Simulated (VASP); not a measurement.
Wanted: the native input for a VASP 6.6.1 run.

| Quantity | Value |
| --- | --- |
| Task | single point |
| Functional | PBE |
| Potentials or basis | VASP PAW PBE potentials, release 64 (Tl_d, Mo_sv) |
| Cutoff | 520 eV |
| k mesh | 18 × 18 × 18 |
| Occupations | gaussian, width 0.1 eV |
| Spin | no spin polarisation |
| Dipole correction | no |
| Further INCAR settings | ALGO = Fast; EDIFF = 1e-06; NBANDS = 20 |

The structure of TlMo lies in POSCAR:

```
TlMo
1.0
    0.0000000000      2.7981340373      2.7981340373
    2.7981340373      0.0000000000      2.7981340373
    2.7981340373      2.7981340373      0.0000000000
Tl Mo
1 1
Direct
    0.0000000000      0.0000000000      0.0000000000
    0.5000000000      0.5000000000      0.5000000000
```

The input as run:

INCAR

```
PREC = Accurate
ENCUT = 520
EDIFF = 1E-6
ISMEAR = 0
SIGMA = 0.1
LREAL = F
LASPH = T
NELM = 100
ALGO = Fast
ISIF = 2
LWAVE = F
LCHARG = F
GGA = PE
NBANDS = 20
```

KPOINTS

```
regular mesh
0
Gamma
  18 18 18
```

Potentials or basis: VASP PAW PBE potentials, release 64 (Tl_d, Mo_sv).

Launch:

```console
$ cat potpaw_PBE.64/Tl_d/POTCAR potpaw_PBE.64/Mo_sv/POTCAR > POTCAR
$ mpirun -np 1 vasp_std > vasp.out
```

It gave:

```json
{
 "Pressure": "0.1 GPa",
 "Band gap on the k mesh": "zero (an odd number of electrons rules out a gap without spin polarisation)"
}
```

Caveat: spin-orbit coupling is left out, which moves the levels of the heavy elements.

Run time: 3.5 min on 1 thread of Oxide Virtual Turin-like Processor, with other jobs on the host, peak memory 0.26 GiB.
